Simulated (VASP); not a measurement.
Write the native input for VASP 6.6.1 that does the following.

| Item | Value |
| --- | --- |
| Task | single point |
| Functional | HSE06 |
| Potentials or basis | VASP PAW PBE potentials, release 64 (Be, S) |
| Cutoff | 520 eV |
| k mesh | 6 × 6 × 6 |
| Occupations | gaussian, width 0.01 eV |
| Spin | no spin polarisation |
| Dipole correction | no |
| Grid for exact exchange (PRECFOCK) | Normal |
| Further INCAR settings | ALGO = Normal; EDIFF = 1e-06; NBANDS = 11 |
| Share of exact exchange | 0.25 |
| Screening parameter | 0.2079 1/Å |

Crystal: BeS.

```
Be S
1.0
     0.00000    2.45865    2.45865
     2.45865    0.00000    2.45865
     2.45865    2.45865    0.00000
Be S
1 1
Direct
  0.00000 0.00000 0.00000
  0.25000 0.25000 0.25000
```

This cell differs from its parent crystal: strain +1.0%.

The input as run:

POSCAR

```
BeS
1.0
    0.0000000000      2.4586492927      2.4586492927
    2.4586492927      0.0000000000      2.4586492927
    2.4586492927      2.4586492927      0.0000000000
Be S
1 1
Direct
    0.0000000000      0.0000000000      0.0000000000
    0.2500000000      0.2500000000      0.2500000000
```

INCAR.step1

```
SYSTEM = BeS
PREC     = Accurate       ! precision mode
ENCUT    = 520            ! plane-wave cutoff, eV
EDIFF    = 1E-5           ! SCF threshold, eV
ISMEAR   = 0              ! smearing method
SIGMA    = 0.01           ! smearing width, eV
LREAL    = .FALSE.        ! projectors in reciprocal space
LASPH    = .TRUE.         ! aspherical terms in the spheres
NELM     = 60             ! most SCF steps
ALGO     = Normal         ! electronic algorithm
ISIF     = 2              ! what is computed and relaxed
LWAVE    = .TRUE.         ! write WAVECAR
LCHARG   = .FALSE.        ! write CHGCAR
GGA      = PE             ! functional
NBANDS   = 11             ! bands
```

INCAR.step2

```
SYSTEM = BeS
PREC     = Accurate       ! precision mode
ENCUT    = 520            ! plane-wave cutoff, eV
EDIFF    = 1E-6           ! SCF threshold, eV
ISMEAR   = 0              ! smearing method
SIGMA    = 0.01           ! smearing width, eV
LREAL    = .FALSE.        ! projectors in reciprocal space
LASPH    = .TRUE.         ! aspherical terms in the spheres
NELM     = 60             ! most SCF steps
ALGO     = Normal         ! electronic algorithm
ISIF     = 2              ! what is computed and relaxed
LWAVE    = .FALSE.        ! write WAVECAR
LCHARG   = .FALSE.        ! write CHGCAR
GGA      = PE             ! functional
LHFCALC  = .TRUE.         ! exact exchange
HFSCREEN = 0.2079         ! screening, 1/A
PRECFOCK = Normal       
ISTART   = 1            
NBANDS   = 11             ! bands
```

KPOINTS

```
Automatic mesh
0
G
  6 6 6
  0 0 0
```

Potentials or basis: VASP PAW PBE potentials, release 64 (Be, S).

Launch:

```sh
$ cat potpaw_PBE.64/Be/POTCAR potpaw_PBE.64/S/POTCAR > POTCAR
$ cp INCAR.step1 INCAR
$ mpirun -np 1 vasp_std > vasp.out
$ cp INCAR.step2 INCAR
$ mpirun -np 1 vasp_std > vasp.out
```

It gave:

```yaml
Pressure: -3.7 GPa
Band_gap_on_the_k_mesh: 4.14 eV (least direct gap 6.70 eV)
```

Caveat: the cell differs from its parent crystal (strain +1.0%); the cell stands under tension; the PAW data sets were made with another functional, which shifts forces and pressure a little.

Run time: 6.2 min on 1 thread of Intel(R) Xeon(R) Platinum 8259CL CPU @ 2.50GHz (Skylake/Cascade Lake), on a shared host, peak memory 0.26 GiB.
